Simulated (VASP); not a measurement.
A run of VASP 6.6.1 is set up as follows.

The input INCAR:

```
SYSTEM = C
PREC     = Accurate       ! precision mode
ENCUT    = 520            ! plane-wave cutoff, eV
EDIFF    = 1E-6           ! SCF threshold, eV
ISMEAR   = 0              ! smearing method
SIGMA    = 0.03           ! smearing width, eV
LREAL    = .FALSE.        ! projectors in reciprocal space
LASPH    = .TRUE.         ! aspherical terms in the spheres
NELM     = 80             ! most SCF steps
ALGO     = Normal         ! electronic algorithm
ISIF     = 2              ! what is computed and relaxed
LWAVE    = .FALSE.        ! write WAVECAR
LCHARG   = .FALSE.        ! write CHGCAR
GGA      = PE             ! functional
IVDW     = 12             ! dispersion correction
NBANDS   = 16             ! bands
```

File KPOINTS:

```
Automatic mesh
0
G
  14 10 8
  0 0 0
```

File POSCAR:

```
C
1.0
   -1.2327815062      2.1341012746      0.0000000000
   -1.2327815062      0.0000000000     -3.3978816559
   -3.6983445185     -2.1341012746      0.0000000000
C
4
Direct
    0.2383265905      0.0473234860      0.9048669741
    0.7617632093     -0.0473234860      0.4284364259
    0.2482434198      0.0068277630      0.5816693357
    0.7516667804     -0.0068277630      0.0850272643
```

Potentials or basis: VASP PAW PBE potentials, release 64 (C).

The run is started by

```console
$ cat potpaw_PBE.64/C/POTCAR > POTCAR
$ mpirun -np 1 vasp_std > vasp.out
```

(1) What does it give for the largest force?

(2) What does it give for the pressure?

(3) Estimate the dispersion energy per atom.

## Answers

(1) 2.283 eV/Å.

(2) -3.0 GPa.

(3) -0.155 eV.

Caveat: the cell differs from its parent crystal (atoms displaced along a vibrational mode); the cell stands under tension; forces of over 1 eV/Å act on the atoms, so gaps and moduli don't describe the material at rest.
